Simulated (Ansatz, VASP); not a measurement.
# SiC: VASP beside Ansatz

INCAR

```
PREC = Accurate ; ENCUT = 520
EDIFF = 1E-6 ; ISMEAR = 0
SIGMA = 0.05 ; LREAL = False
LASPH = True ; NELM = 80
ALGO = Normal ; ISIF = 2
LWAVE = False ; LCHARG = False
GGA = PE ; NBANDS = 36
```

KPOINTS

```
Automatic mesh
0
Gamma
  12 12 2
```

File POSCAR:

```
SiC
1.0
    3.1723110357      0.0000000000      0.0000000000
   -1.5861555179      2.7473019456      0.0000000000
    0.0000000000      0.0000000000     15.5659749019
Si C
6 6
Direct
    0.0000000000      0.0000000000      0.1250424503
    0.0000000000      0.0000000000      0.6250374675
    0.3333333333      0.6666666667      0.2919122018
    0.6666666667      0.3333333333      0.7917223860
    0.3333333333      0.6666666667      0.9583927143
    0.6666666667      0.3333333333      0.4582264355
    0.0000000000      0.0000000000      0.9957901969
    0.0000000000      0.0000000000      0.5035866889
    0.3333333333      0.6666666667      0.1704670362
    0.6666666667      0.3333333333      0.6631920368
    0.3333333333      0.6666666667      0.8370720018
    0.6666666667      0.3333333333      0.3295583838
```

Input for Ansatz:

```yaml
crystal:
  lattice:
    - [3.1723110357, 0.0, 0.0]
    - [-1.5861555179, 2.7473019456, 0.0]
    - [0.0, 0.0, 15.5659749019]
  atoms:
    - { symbol: Si, position: [0.0, 0.0, 0.1250424503] }
    - { symbol: Si, position: [0.0, 0.0, 0.6250374675] }
    - { symbol: Si, position: [0.3333333333, 0.6666666667, 0.2919122018] }
    - { symbol: Si, position: [0.6666666667, 0.3333333333, 0.791722386] }
    - { symbol: Si, position: [0.3333333333, 0.6666666667, 0.9583927143] }
    - { symbol: Si, position: [0.6666666667, 0.3333333333, 0.4582264355] }
    - { symbol: C, position: [0.0, 0.0, 0.9957901969] }
    - { symbol: C, position: [0.0, 0.0, 0.5035866889] }
    - { symbol: C, position: [0.3333333333, 0.6666666667, 0.1704670362] }
    - { symbol: C, position: [0.6666666667, 0.3333333333, 0.6631920368] }
    - { symbol: C, position: [0.3333333333, 0.6666666667, 0.8370720018] }
    - { symbol: C, position: [0.6666666667, 0.3333333333, 0.3295583838] }
basis:
  ecutwfc: 520.0
kpoints:
  mp_grid: { grid: [12, 12, 2] }
hamiltonian:
  xc: pbe
  pseudopotentials: { kind: paw, azcp: { folder: soft_1 } }
scf:
  occupations: { method: gaussian, width: 0.05 }
output:
  forces: true
  stress: true
  eigenvalues: true
```

Change from the starting cell: mode 32 frozen in at -0.059 Å, equal normal strain along x, y and z +0.0250.

Alike in both runs: task single point; functional PBE; k mesh 12 × 12 × 2; occupations gaussian, width 0.05 eV; no spin polarisation.

```csv
,VASP,Ansatz
version,VASP 6.6.1,Ansatz 0.2.0
potentials or method,"VASP PAW PBE potentials, release 64 (Si, C), cutoff 520 eV","scalar-relativistic, plane waves, PAW"
valence electrons in the cell,48,48
```

VASP gave:

| Property | Result |
| --- | --- |
| gap on the k mesh at the Fermi level (eV) | 1.99 |
| least direct gap on the mesh (eV) | 3.07 |
| pressure (GPa) | -13.1 |
| traceless stress, the component that is largest in VASP (GPa) | 0.56 |
| rms of the force components (eV/Å) | 0.597 |

Which values does Ansatz return?

gap on the k mesh at the Fermi level (eV): 1.99; least direct gap on the mesh (eV): 3.07; pressure (GPa): -13.1; traceless stress, the component that is largest in VASP (GPa): 0.55; rms of the force components (eV/Å): 0.597.

Atom by atom the forces differ by 0.001 eV/Å (rms over components).
